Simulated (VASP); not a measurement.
Here is a VASP 6.6.1 calculation.

INCAR

```
PREC = Accurate ; ENCUT = 520
EDIFF = 1E-7 ; ISMEAR = 0
SIGMA = 0.1 ; LREAL = False
LASPH = True ; NELM = 150
ALGO = Normal ; ISIF = 2
LWAVE = False ; LCHARG = False
ISPIN = 2 ; MAGMOM = 0 1 0 0 0 0
LORBIT = 11 ; LMAXMIX = 4
GGA = PE ; NBANDS = 38
```

Contents of KPOINTS:

```
regular mesh
0
Gamma
  6 6 2
```

POSCAR

```
ZrMoSe4
1.0
    3.1857342164      0.0000000000      0.0000000000
    0.0000000000      3.1857342164      0.0000000000
    0.0000000000      0.0000000000     14.1968460606
Zr Mo Se
1 1 4
Direct
    0.0000000000      0.0000000000      0.5000000000
    0.0000000000      0.0000000000      0.0000000000
    0.5000000000      0.5000000000      0.3807757644
    0.5000000000      0.5000000000      0.8929168631
    0.5000000000      0.5000000000      0.1070831369
    0.5000000000      0.5000000000      0.6192242356
```

Potentials or basis: VASP PAW PBE potentials, release 64 (Zr_sv, Mo_sv, Se).

The run is started by

```sh
$ cat potpaw_PBE.64/Zr_sv/POTCAR potpaw_PBE.64/Mo_sv/POTCAR potpaw_PBE.64/Se/POTCAR > POTCAR
$ mpirun -np 1 vasp_std > vasp.out
```

(1) What does it give for the net moment?

(2) Estimate the largest force.

(3) Estimate the band gap on the k mesh.

Answers

(1) 0.00 μB per cell.

(2) 0.022 eV/Å.

(3) zero (filled and empty bands overlap).
